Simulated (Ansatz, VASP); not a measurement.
## One calculation of SiC, two programs

INCAR

```
SYSTEM = SiC
ALGO = Normal
EDIFF = 1E-6
ENCUT = 600
GGA = PS
GGA_COMPAT = .FALSE.
ISIF = 2
ISMEAR = 0
LASPH = .TRUE.
LCHARG = .TRUE.
LELF = .TRUE.
LREAL = .FALSE.
LVHAR = .TRUE.
LWAVE = .FALSE.
NBANDS = 11
NELM = 120
PREC = Accurate
SIGMA = 0.01
```

KPOINTS

```
k-points
0
G
  2 2 2
  0 0 0
```

POSCAR

```
SiC
1.0
    0.0000000000      2.1780497564      2.1780497564
    2.1780497564      0.0000000000      2.1780497564
    2.1780497564      2.1780497564      0.0000000000
Si C
1 1
Direct
    0.2500000000      0.2500000000      0.2500000000
    0.0000000000      0.0000000000      0.0000000000
```

Input for Ansatz:

```yaml
crystal:
  lattice:
    - [0.0, 2.1780497564, 2.1780497564]
    - [2.1780497564, 0.0, 2.1780497564]
    - [2.1780497564, 2.1780497564, 0.0]
  atoms:
    - { symbol: Si, position: [0.25, 0.25, 0.25] }
    - { symbol: C, position: [0.0, 0.0, 0.0] }
kpoints:
  mp_grid: { grid: [2, 2, 2] }
hamiltonian:
  xc: pbesol
scf:
  occupations: { method: fixed }
  n_extra_bands: 4
output:
  forces: true
  stress: true
  eigenvalues: true
```

Alike in both runs: task single point; functional PBEsol; k mesh 2 × 2 × 2; no spin polarisation.

|  | VASP | Ansatz |
| --- | --- | --- |
| version | VASP 6.6.1 | Ansatz 0.2.0 |
| potentials or method | VASP PAW PBE potentials, release 64 (Si, C) | plane waves |
| plane-wave cutoff (eV) | 600 | 420 |
| occupations | gaussian, width 0.01 eV | fixed |
| valence electrons in the cell | 8 | 8 |

```tsv
	VASP	Ansatz	Ansatz less VASP
gap on the k mesh at the Fermi level (eV)	0.76	0.77	+0.012
pressure (GPa)	9.0	8.8	-0.24
```

VASP's potentials were made for PBE, not for PBEsol.

The k mesh is coarse, so the values compare programs but aren't converged.
